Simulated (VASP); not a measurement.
Wanted: the native input for a VASP 6.6.1 run.

```yaml
Task: single point
Functional: PBEsol
Potentials_or_basis: VASP PAW PBE potentials, release 64 (Mo_sv, S)
Cutoff: 520 eV
k_mesh: 12 × 12 × 4
Occupations: methfessel-paxton, width 0.2 eV
Spin: no spin polarisation
Dipole_correction: no
Further_INCAR_settings: ALGO = Normal; EDIFF = 1e-07; NBANDS = 35
```

The structure of MoS2 lies in POSCAR:

```
MoS2
1.0
    3.4417200267      0.0000000000      0.0000000000
   -1.7208600134      2.9806169758      0.0000000000
    0.0000000000      0.0000000000     11.4795129770
Mo S
2 4
Direct
    0.3333333333      0.6666666667      0.2500000000
    0.6666666667      0.3333333333      0.7500000000
    0.3333333333      0.6666666667      0.6259932117
    0.6666666667      0.3333333333      0.1259932117
    0.3333333333      0.6666666667      0.8740067883
    0.6666666667      0.3333333333      0.3740067883
```

The input as run:

INCAR

```
SYSTEM = MoS2
PREC     = Accurate       ! precision mode
ENCUT    = 520            ! plane-wave cutoff, eV
EDIFF    = 1E-7           ! SCF threshold, eV
ISMEAR   = 1              ! smearing method
SIGMA    = 0.2            ! smearing width, eV
LREAL    = .FALSE.        ! projectors in reciprocal space
LASPH    = .TRUE.         ! aspherical terms in the spheres
NELM     = 60             ! most SCF steps
ALGO     = Normal         ! electronic algorithm
ISIF     = 2              ! what is computed and relaxed
LWAVE    = .FALSE.        ! write WAVECAR
LCHARG   = .FALSE.        ! write CHGCAR
GGA      = PS             ! functional
NBANDS   = 35             ! bands
```

KPOINTS

```
regular mesh
0
G
  12 12 4
  0 0 0
```

Potentials or basis: VASP PAW PBE potentials, release 64 (Mo_sv, S).

Run with:

```bash
$ cat potpaw_PBE.64/Mo_sv/POTCAR potpaw_PBE.64/S/POTCAR > POTCAR
$ mpirun -np 1 vasp_std > vasp.out
```

Results of the run:

The pressure is -9.6 GPa. The largest force is 0.624 eV/Å and the band gap on the k mesh is zero (bands 26 and 27 overlap by 0.62 eV).

Caveat: the stress differs along the axes, from -17 to 6 GPa; the PAW data sets were made with another functional, which shifts forces and pressure a little; this functional lacks dispersion, which binds layers or chains, so the pressure and a relaxed spacing across them are unreliable.

Wall time 3.4 min on 1 thread of AMD EPYC 7R13 Processor (Zen 3), on a shared host, peak memory 0.32 GiB.
